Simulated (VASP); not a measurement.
Set up this calculation in VASP 6.6.1, as the native input.

| Quantity | Value |
| --- | --- |
| Task | single point |
| Functional | PBE |
| Potentials or basis | VASP PAW PBE potentials, release 64 (Zn, O) |
| Cutoff | 520 eV |
| k mesh | 12 × 12 × 6 |
| Occupations | gaussian, width 0.05 eV |
| Spin | no spin polarisation |
| Dipole correction | no |
| Further INCAR settings | ALGO = Normal; EDIFF = 1e-07; NBANDS = 26 |

The structure of ZnO lies in POSCAR:

```
ZnO
1.0
    3.1969799007      0.0000000000      0.0000000000
   -1.5984899503      2.7686658094      0.0000000000
    0.0000000000      0.0000000000      5.3758457155
Zn O
2 2
Direct
    0.3333333333      0.6666666667      0.0000000000
    0.6666666667      0.3333333333      0.5000000000
    0.3333333333      0.6666666667      0.3821000000
    0.6666666667      0.3333333333      0.8821000000
```

This cell differs from its parent crystal: ratio of the length along z to the lengths across it x 1.05, volume and fractional coordinates fixed.

The input as run:

INCAR

```
SYSTEM = ZnO
  ALGO = Normal
  EDIFF = 1E-7
  ENCUT = 520
  GGA = PE
  ISIF = 2
  ISMEAR = 0
  LASPH = .TRUE.
  LCHARG = .TRUE.
  LELF = .TRUE.
  LREAL = .FALSE.
  LVHAR = .TRUE.
  LWAVE = .FALSE.
  NBANDS = 26
  NELM = 60
  PREC = Accurate
  SIGMA = 0.05
```

KPOINTS

```
k-points
0
G
  12 12 6
  0 0 0
```

Potentials or basis: VASP PAW PBE potentials, release 64 (Zn, O).

Run with:

```bash
$ cat potpaw_PBE.64/Zn/POTCAR potpaw_PBE.64/O/POTCAR > POTCAR
$ mpirun -np 1 vasp_std > vasp.out
```

It gave:

```
Pressure               : 6.7 GPa
Largest force          : 0.425 eV/Å
Band gap on the k mesh : 0.71 eV, direct
```

Wall time 3.5 min on 1 thread of AMD EPYC 7R43 64-Core Processor (Zen 3), on a shared host, peak memory 0.17 GiB.
